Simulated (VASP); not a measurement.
# O: single point with PBE+D3(BJ)

System: O.

```
CELL_PARAMETERS angstrom
6.08760 0.00000 0.00000
0.00000 6.08760 0.00000
0.00000 0.00000 6.08760
ATOMIC_POSITIONS crystal
O 0.26349 0.22229 0.35965
O 0.34866 0.19352 0.17590
O 0.84450 0.40444 0.13708
O 0.67820 0.51799 0.14429
O 0.89948 0.23983 0.63076
O 0.99698 0.12427 0.76163
O 0.57318 0.87223 0.64924
O 0.45522 0.87110 0.48893
O 0.22061 0.63876 0.99696
O 0.17506 0.57293 0.81451
O 0.98052 0.75383 0.36617
O 0.93812 0.93299 0.28862
```

```yaml
Program: VASP 6.6.1
Task: single point
Functional: PBE
Dispersion: D3(BJ)
Potentials_or_basis: VASP PAW PBE potentials, release 64 (O_h)
Cutoff: 1000 eV
k_mesh: 1 × 1 × 1
Occupations: fermi-dirac, width 0.02 eV
Spin: collinear spin, ferromagnetic start
Starting_moments: "[0.56, 0.56, 0.56, 0.56, 0.56, 0.56, 0.56, 0.56, 0.56, 0.56, 0.56, 0.56] μB"
```

The pressure is 1.1 GPa. The largest force is 1.959 eV/Å and the net moment is 12.00 μB per cell. The site moments are O +0.63, +0.62 (each value once) μB. The valence electrons inside the program's atomic spheres are O 3.29, 3.31, 3.30, 3.32 (each value once) and the dispersion energy per atom is -0.042 eV.

Forces in eV/Å, atoms in the order of the input:
```
O    0.869  0.210 -1.743
O   -0.770  0.170  1.534
O   -0.699  0.132 -0.038
O    0.463 -0.333 -0.099
O   -0.148  0.087  0.180
O   -0.006 -0.066  0.000
O    0.236 -0.039  0.448
O   -0.106 -0.338 -0.240
O    0.220  0.229  0.233
O   -0.006 -0.063 -0.369
O    0.130  0.059  0.304
O   -0.182 -0.046 -0.210
```

Stress tensor (GPa, compression positive):
```
1.15 0.79 0.80
0.79 1.90 0.12
0.80 0.12 0.40
```

Levels at points of the mesh, in eV from the Fermi level:
Spin up:
```csv
k point,band 39,band 40,band 41,band 42,band 43,band 44,band 45,band 46
"(0.00, 0.00, 0.00)",-0.74,-0.69,-0.63,-0.59,5.92,7.33,7.92,8.21
```
Spin down:
| k point | band 26 | band 27 | band 28 | band 29 | band 30 | band 31 | band 32 | band 33 | band 34 | band 35 |
| --- | --- | --- | --- | --- | --- | --- | --- | --- | --- | --- |
| (0.00, 0.00, 0.00) | -5.40 | -5.33 | -5.13 | -4.99 | -4.81 | 0.89 | 0.96 | 1.08 | 1.24 | 1.31 |

Wall time 47 s on 1 thread of Intel(R) Xeon(R) 6975P-C (Granite Rapids), on a shared host, peak memory 0.7 GiB.

Caveat: the k points lie up to 1.03 Å⁻¹ apart, too coarse for converged energies, forces and pressures.
